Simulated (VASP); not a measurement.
# ZnS (Fm-3m) in VASP: a series of runs

Runs on ZnS. Level: PBE. Tasks: single point.

All numbers are computed with VASP 6.6.1; they aren't measurements. Logs are shortened: lines on timing, memory, paths and dates and some standing lists are left out, and cuts for length are marked.

## 1. The cell of the first run

The structure is cubic, space group Fm-3m (No. 225). The conventional cell has a = 4.738 Å, b = 4.738 Å, c = 4.738 Å, α = 90.00°, β = 90.00°, γ = 90.00°. S (site symmetry m-3m) has 6 Zn at 2.37 Å within 3.1 Å. Within 3.1 Å of Zn (site symmetry m-3m) lie 6 S at 2.37 Å.

## 2. Single point, PBE (volume scaled by 0.800)

INCAR reads:

```
SYSTEM = ZnS
PREC = Accurate
ENCUT = 520
EDIFF = 1E-6
ISMEAR = 0
SIGMA = 0.05
LREAL = .FALSE.
LASPH = .TRUE.
NELM = 100
ALGO = Normal
ISIF = 2
LWAVE = .FALSE.
LCHARG = .TRUE.
GGA = PE
LELF = .TRUE.
LVHAR = .TRUE.
NBANDS = 16
```

KPOINTS reads:

```
Automatic mesh
0
G
  12 12 12
  0 0 0
```

POSCAR reads:

```
ZnS
1.0
    0.0000000000      2.3689375834      2.3689375834
    2.3689375834      0.0000000000      2.3689375834
    2.3689375834      2.3689375834      0.0000000000
S Zn
1 1
Direct
    0.0000000000      0.0000000000      0.0000000000
    0.5000000000      0.5000000000      0.5000000000
```

Potentials or basis: VASP PAW PBE potentials, release 64 (S, Zn).

The run is started by

```bash
> cat potpaw_PBE.64/S/POTCAR potpaw_PBE.64/Zn/POTCAR > POTCAR
> mpirun -np 1 vasp_std > vasp.out
```

OUTCAR:

```text
SYSTEM = ZnS
   PREC = Accurate
   ENCUT = 520
   EDIFF = 1E-6
   ISMEAR = 0
   LREAL = .FALSE.
   LASPH = .TRUE.
   NELM = 100
   ISIF = 2
   GGA = PE

 ion  position               nearest neighbor table
   1  0.000  0.000  0.000-   2 2.37   2 2.37   2 2.37   2 2.37   2 2.37   2 2.37
   2  0.500  0.500  0.500-   1 2.37   1 2.37   1 2.37   1 2.37   1 2.37   1 2.37

  LATTYP: Found a face centered cubic cell.
 ALAT       =     4.7378751668

  Lattice vectors:

 A1 = (   0.0000000000,   2.3689375834,   2.3689375834)
 A2 = (   2.3689375834,   0.0000000000,   2.3689375834)
 A3 = (   2.3689375834,   2.3689375834,   0.0000000000)

Analysis of symmetry for initial positions (statically):
=====================================================================
 Subroutine PRICEL returns:
 Original cell was already a primitive cell.

 Routine SETGRP: Setting up the symmetry group for a
 face centered cubic supercell.

 Subroutine GETGRP returns: Found 48 space group operations
 (whereof 48 operations were pure point group operations)
 out of a pool of 48 trial point group operations.

The static configuration has the point symmetry O_h .

Analysis of symmetry for dynamics (positions and initial velocities):
=====================================================================
 Subroutine PRICEL returns:
 Original cell was already a primitive cell.

 Routine SETGRP: Setting up the symmetry group for a
 face centered cubic supercell.

 Subroutine GETGRP returns: Found 48 space group operations
 (whereof 48 operations were pure point group operations)
 out of a pool of 48 trial point group operations.

The dynamic configuration has the point symmetry O_h .

 Subroutine INISYM returns: Found 48 space group operations
 (whereof 48 operations are pure point group operations),
 and found     1 'primitive' translations

----------------------------------------------------------------------------------------

                                     Primitive cell

  volume of cell :      26.5883

  direct lattice vectors                    reciprocal lattice vectors
     0.000000000  2.368937583  2.368937583    -0.211065080  0.211065080  0.211065080
     2.368937583  0.000000000  2.368937583     0.211065080 -0.211065080  0.211065080
     2.368937583  2.368937583  0.000000000     0.211065080  0.211065080 -0.211065080

  length of vectors
     3.350183659  3.350183659  3.350183659     0.365575442  0.365575442  0.365575442

  position of ions in fractional coordinates (direct lattice)
     0.000000000  0.000000000  0.000000000
     0.500000000  0.500000000  0.500000000

  ion indices of the primitive-cell ions
   primitive index   ion index
                 1           1
                 2           2

----------------------------------------------------------------------------------------

 KPOINTS: Automatic mesh

Automatic generation of k-mesh.
 Grid dimensions read from file:
 generate k-points for:   12   12   12

 Generating k-lattice:

  Cartesian coordinates                     Fractional coordinates (reciprocal lattice)
    -0.017588757  0.017588757  0.017588757     0.083333333  0.000000000  0.000000000
     0.017588757 -0.017588757  0.017588757     0.000000000  0.083333333  0.000000000
     0.017588757  0.017588757 -0.017588757     0.000000000  0.000000000  0.083333333

  Length of vectors
     0.030464620  0.030464620  0.030464620

  Shift w.r.t. Gamma in fractional coordinates (k-lattice)
     0.000000000  0.000000000  0.000000000

 Subroutine IBZKPT returns following result:
 ===========================================

 Found     72 irreducible k-points:

 Following reciprocal coordinates:
            Coordinates               Weight
  0.000000  0.000000  0.000000      1.000000
  0.083333  0.000000  0.000000      8.000000
  0.166667  0.000000  0.000000      8.000000
  0.250000  0.000000  0.000000      8.000000
  0.333333  0.000000  0.000000      8.000000
  0.416667  0.000000  0.000000      8.000000
[... 16 lines left out ...]
  0.500000  0.166667  0.000000     24.000000
 -0.416667  0.166667  0.000000     24.000000
 [... further k-points ...]
   k-points           NKPTS =     72   k-points in BZ     NKDIM =     72   number of bands    NBANDS=     16
   number of dos      NEDOS =    301   number of ions     NIONS =      2
   total plane-waves  NPLWV =  21952
   dimension x,y,z NGX =    28 NGY =   28 NGZ =   28
   dimension x,y,z NGXF=    56 NGYF=   56 NGZF=   56
   ions per type =               1   1
   NGX,Y,Z   is equivalent  to a cutoff of  13.89, 13.89, 13.89 a.u.
   NGXF,Y,Z  is equivalent  to a cutoff of  27.79, 27.79, 27.79 a.u.
 SYSTEM =  ZnS
   PREC   = accura    normal or accurate (medium, high low for compatibility)
   ISTART =      0    job   : 0-new  1-cont  2-samecut
   ICHARG =      2    charge: 1-file 2-atom 10-const
   ISPIN  =      1    spin polarized calculation?
   LNONCOLLINEAR =      F non collinear calculations
   LSORBIT =      F    spin-orbit coupling
   LASPH  =      T    aspherical Exc in radial PAW
   ENCUT  =  520.0 eV  38.22 Ry    6.18 a.u.   6.23  6.23  6.23*2*pi/ulx,y,z
   NELM   =    100;   NELMIN=  2; NELMDL= -5     # of ELM steps
   EDIFF  = 0.1E-05   stopping-criterion for ELM
   LREAL  =      F    real-space projection
[... 7 lines left out ...]
   TEBEG  =    0.0;   TEEND  =   0.0 temperature during run
   PSTRESS=    0.0 pullay stress
   NELECT =      18.0000    total number of electrons
   NUPDOWN=      -1.0000    fix difference up-down
   EMIN   =  10.00;   EMAX   =-10.00  energy-range for DOS
   EFERMI =   0.00;   METHOD = LEGACY
   ISMEAR =     0;   SIGMA  =   0.05  broadening in eV -4-tet -1-fermi 0-gaus
   EFERMI_NEDOS =   21; number of points for ismear=-14 and -15
   IALGO  =     38    algorithm
   IMIX   =      4    mixing-type and parameters
     AMIX     =   0.40;   BMIX     =  1.00
     AMIX_MAG =   1.60;   BMIX_MAG =  1.00
  volume/ion in A,a.u.               =      13.29        89.71
  Fermi-wavevector in a.u.,A,eV,Ry     =   1.437481  2.716445 28.114412  2.066351
  Thomas-Fermi vector in A             =   2.556554
   LORBIT       =      0    0 simple, 1 ext, 2 COOP (PROOUT), +10 PAW based schemes
   GGA     = PE    functional components
   LHFCALC =     F    Hartree Fock is set to
   AEXX    =    0.0000 exact exchange contribution
   IVDW    =     0    specifies the selected vdW correction
   LEPSILON=     F    determine dielectric tensor
   LRPA    =     F    only Hartree local field effects (RPA)
 non-spin polarized calculation
 Gauss-broadening in eV      SIGMA  =   0.05
  energy-cutoff  :      520.00
  volume of cell :       26.59
 maximum number of plane-waves:       728
 NGX is ok and might be reduce to    28
   NGX = 13   NGY = 13   NGZ = 13

 number of electron      18.0000002 magnetization

 Free energy of the ion-electron system (eV)
  ---------------------------------------------------
  ext. energy  EPLUGINS =         0.00000000
  ---------------------------------------------------
  free energy    TOTEN  =        -5.66563393 eV

  energy without entropy =       -5.66505101  energy(sigma->0) =       -5.66534247

 E-fermi :   6.4818     XC(G=0): -11.9235

 val. band max:        6.4493064789   @ k =  -0.2500   0.1667   0.0000
 cond. band min:       6.6523088753   @ k =   0.5000   0.4167   0.0000
 fundamental gap:      0.2030023964
 Fermi energy:         6.4818215007

 k-point     1 :       0.0000    0.0000    0.0000
  band No.  band energies     occupation
      1      -9.3786      2.00000
      2      -0.5451      2.00000
      3      -0.5451      2.00000
      4      -0.5260      2.00000
      5      -0.5260      2.00000
      6      -0.5260      2.00000
[... 8 lines left out ...]
     15      19.0034      0.00000
     16      19.1246      0.00000

 k-point     2 :       0.0833    0.0000    0.0000
  band No.  band energies     occupation
      1      -9.2696      2.00000
      2      -0.5843      2.00000
      3      -0.5843      2.00000
      4      -0.5487      2.00000
      5      -0.5091      2.00000
      6      -0.5091      2.00000
[... 8 lines left out ...]
     15      17.4659      0.00000
     16      19.1670      0.00000

 k-point     3 :       0.1667    0.0000    0.0000
  band No.  band energies     occupation
      1      -8.9493      2.00000
      2      -0.6939      2.00000
      3      -0.6939      2.00000
      4      -0.6333      2.00000
      5      -0.4570      2.00000
      6      -0.4570      2.00000
[... 8 lines left out ...]
     15      16.9026      0.00000
     16      18.7492      0.00000

 k-point     4 :       0.2500    0.0000    0.0000
  band No.  band energies     occupation
      1      -8.4427      2.00000
      2      -0.8513      2.00000
      3      -0.8374      2.00000
      4      -0.8374      2.00000
      5      -0.3841      2.00000
      6      -0.3841      2.00000
[... 8 lines left out ...]
     15      17.6753      0.00000
     16      18.5350      0.00000
[... 324 lines left out ...]
 k-point    22 :       0.4167    0.1667    0.0000
  band No.  band energies     occupation
      1      -7.3616      2.00000
      2      -1.5393      2.00000
      3      -0.9295      2.00000
      4      -0.8512      2.00000
      5      -0.3107      2.00000
      6      -0.2415      2.00000
[... 8 lines left out ...]
     15      21.2602      0.00000
     16      22.0790      0.00000

 k-point    23 :       0.5000    0.1667    0.0000
  band No.  band energies     occupation
      1      -6.8914      2.00000
      2      -1.9187      2.00000
      3      -1.0273      2.00000
      4      -0.9668      2.00000
      5      -0.2467      2.00000
      6      -0.2206      2.00000
[... 8 lines left out ...]
     15      21.3790      0.00000
     16      23.2229      0.00000

 k-point    24 :      -0.4167    0.1667    0.0000
  band No.  band energies     occupation
      1      -6.8021      2.00000
      2      -2.0337      2.00000
      3      -1.0340      2.00000
      4      -1.0038      2.00000
      5      -0.2412      2.00000
      6      -0.2076      2.00000
[... 8 lines left out ...]
     15      20.0871      0.00000
     16      22.5223      0.00000

 [... further k-points ...]

------------------------ aborting loop because EDIFF is reached ----------------------------------------

  FORCE on cell =-STRESS in cart. coord.  units (eV):
  Direction    XX          YY          ZZ          XY          YZ          ZX
  --------------------------------------------------------------------------------------
  -------------------------------------------------------------------------------------
  Total        5.3372029      5.3372029      5.3372029     -0.0000000     -0.0000000      0.0000000
  in kB      321.6128909    321.6128909    321.6128909     -0.0000000     -0.0000000      0.0000000
  external PRESSURE =     321.6128909 kB  Pullay stress =       0.0000000 kB

 VOLUME and BASIS-vectors are now :
 -----------------------------------------------------------------------------
  energy-cutoff  :      520.00
  volume of cell :       26.59
      direct lattice vectors                 reciprocal lattice vectors
     0.000000000  2.368937583  2.368937583    -0.211065080  0.211065080  0.211065080
     2.368937583  0.000000000  2.368937583     0.211065080 -0.211065080  0.211065080
     2.368937583  2.368937583  0.000000000     0.211065080  0.211065080 -0.211065080

 POSITION                                       TOTAL-FORCE (eV/Angst)
 -----------------------------------------------------------------------------------
      0.00000      0.00000      0.00000        -0.000000     -0.000000      0.000000
      2.36894      2.36894      2.36894         0.000000      0.000000      0.000000
 -----------------------------------------------------------------------------------
    total drift:                                0.000000      0.000000      0.000000

  FREE ENERGIE OF THE ION-ELECTRON SYSTEM (eV)
  ---------------------------------------------------
  free  energy   TOTEN  =        -5.6656339299 eV

  energy  without entropy=       -5.6650510101  energy(sigma->0) =       -5.66534247
```

Run time: 39 s. Hardware: 1 thread of Intel Xeon Platinum 8259CL at 2.50GHz (Skylake/Cascade Lake), shared host; peak memory 0.17 GiB.

What came out:

```yaml
Free_energy: -5.6656 eV
Pressure: 32.2 GPa
Band_gap_on_the_k_mesh: zero (band 9 reaches 6.45 eV, above the bottom of band 10 at 6.09 eV)
```

## 3. Single point, PBE (volume scaled by 0.840)

INCAR reads:

```
PREC = Accurate
ENCUT = 520
EDIFF = 1E-6
ISMEAR = 0
SIGMA = 0.05
LREAL = False
LASPH = True
NELM = 60
ALGO = Normal
ISIF = 2
LWAVE = False
LCHARG = True
GGA = PE
LELF = True
LVHAR = True
NBANDS = 16
```

KPOINTS reads:

```
regular mesh
0
Gamma
  12 12 12
```

POSCAR reads:

```
ZnS
1.0
    0.0000000000      2.4077795293      2.4077795293
    2.4077795293      0.0000000000      2.4077795293
    2.4077795293      2.4077795293      0.0000000000
S Zn
1 1
Direct
    0.0000000000      0.0000000000      0.0000000000
    0.5000000000      0.5000000000      0.5000000000
```

Potentials or basis: VASP PAW PBE potentials, release 64 (S, Zn).

The run is started by

```bash
> cat potpaw_PBE.64/S/POTCAR potpaw_PBE.64/Zn/POTCAR > POTCAR
> mpirun -np 1 vasp_std > vasp.out
```

Run time: 45 s. Hardware: 1 thread of Intel Xeon Platinum 8259CL at 2.50GHz (Skylake/Cascade Lake), shared host; peak memory 0.17 GiB.

It converged, with:

```yaml
Free_energy: -5.8915 eV
Pressure: 22.6 GPa
Band_gap_on_the_k_mesh: zero (band 9 reaches 5.81 eV, above the bottom of band 10 at 5.48 eV)
```

Levels at points of the mesh, in eV from the Fermi level:
```tsv
k point	band 5	band 6	band 7	band 8	band 9	band 10	band 11	band 12	band 13	band 14
(0.00, 0.00, 0.00)	-6.80	-6.80	-0.87	-0.87	-0.87	3.13	8.91	8.91	8.91	12.42
(0.50, 0.00, 0.00)	-6.54	-6.54	-5.86	-0.10	-0.10	3.79	5.32	5.32	8.97	14.31
(0.50, 0.50, 0.00)	-6.47	-6.47	-5.82	-3.29	-3.29	-0.37	4.92	13.42	13.87	13.87
```

(Part 1 of 2 ends here.)
